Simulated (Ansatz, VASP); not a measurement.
**One calculation of SnO, two programs**

The input INCAR:

```
SYSTEM = SnO
ALGO = Normal
EDIFF = 1E-7
ENCUT = 520
GGA = PS
ISIF = 2
ISMEAR = 0
KPAR = 4
LASPH = .TRUE.
LCHARG = .FALSE.
LREAL = .FALSE.
LWAVE = .FALSE.
NBANDS = 72
NELM = 80
PREC = Accurate
SIGMA = 0.05
```

File KPOINTS:

```
k-points
0
G
  8 5 3
  0 0 0
```

File POSCAR:

```
SnO
1.0
   -3.3156086772      0.0000000000      0.0000000000
    0.0000000000     -5.7050005398      0.0000000000
   -2.7628967107      4.7539769498     11.6824937061
Sn O
6 6
Direct
   -0.7363800609      1.5025919393      0.8836914207
   -0.1808467275      0.9470586059      0.2170247540
   -0.4586133942      1.2248252726      0.5503580874
   -0.0974967275      0.8312848491      0.7170247540
    0.4580366058      0.2757515158      0.0503580874
    0.1802699391      0.5535181825      0.3836914207
   -0.7912813302      0.9059247004      0.9495755793
   -0.2357479969      0.3503913671      0.2829089126
   -0.5135146636      0.6281580338      0.6162422460
   -0.1523979969      1.5377546267      0.7829089126
    0.4031353364      0.9822212934      0.1162422460
    0.1253686698      1.2599879600      0.4495755793
```

Input for Ansatz:

```yaml
crystal:
  lattice:
    - [-3.3156086772, 0.0, 0.0]
    - [0.0, -5.7050005398, 0.0]
    - [-2.7628967107, 4.7539769498, 11.6824937061]
  atoms:
    - { symbol: Sn, position: [-0.7363800609, 1.5025919393, 0.8836914207] }
    - { symbol: Sn, position: [-0.1808467275, 0.9470586059, 0.217024754] }
    - { symbol: Sn, position: [-0.4586133942, 1.2248252726, 0.5503580874] }
    - { symbol: Sn, position: [-0.0974967275, 0.8312848491, 0.717024754] }
    - { symbol: Sn, position: [0.4580366058, 0.2757515158, 0.0503580874] }
    - { symbol: Sn, position: [0.1802699391, 0.5535181825, 0.3836914207] }
    - { symbol: O, position: [-0.7912813302, 0.9059247004, 0.9495755793] }
    - { symbol: O, position: [-0.2357479969, 0.3503913671, 0.2829089126] }
    - { symbol: O, position: [-0.5135146636, 0.6281580338, 0.616242246] }
    - { symbol: O, position: [-0.1523979969, 1.5377546267, 0.7829089126] }
    - { symbol: O, position: [0.4031353364, 0.9822212934, 0.116242246] }
    - { symbol: O, position: [0.1253686698, 1.25998796, 0.4495755793] }
basis:
  ecutwfc: 420
kpoints:
  mp_grid: { grid: [8, 5, 3] }
hamiltonian:
  xc: pbesol
scf:
  occupations: { method: gaussian, width: 0.05 }
output:
  forces: true
  stress: true
  eigenvalues: true
```

Alike in both runs: task single point; functional PBEsol; k mesh 8 × 5 × 3; occupations gaussian, width 0.05 eV; no spin polarisation.

```csv
,VASP,Ansatz
version,VASP 6.6.1,Ansatz 0.2.0
potentials or method,"VASP PAW PBE potentials, release 64 (Sn_d, O), cutoff 520 eV","scalar-relativistic, plane waves, PAW"
valence electrons in the cell,120,120
```

VASP gave:

- gap on the k mesh at the Fermi level (eV): 0.04
- least direct gap on the mesh (eV): 0.39
- pressure (GPa): -1.4
- traceless stress, the component that is largest in VASP (GPa): -3.88
- rms of the force components (eV/Å): 0.846

Question: Estimate Ansatz's values.

Answer: gap on the k mesh at the Fermi level (eV): 0.05; least direct gap on the mesh (eV): 0.39; pressure (GPa): -1.6; traceless stress, the component that is largest in VASP (GPa): -3.97; rms of the force components (eV/Å): 0.858.

VASP's potentials were made for PBE, not for PBEsol. Atom by atom the forces differ by 0.034 eV/Å (rms over components).
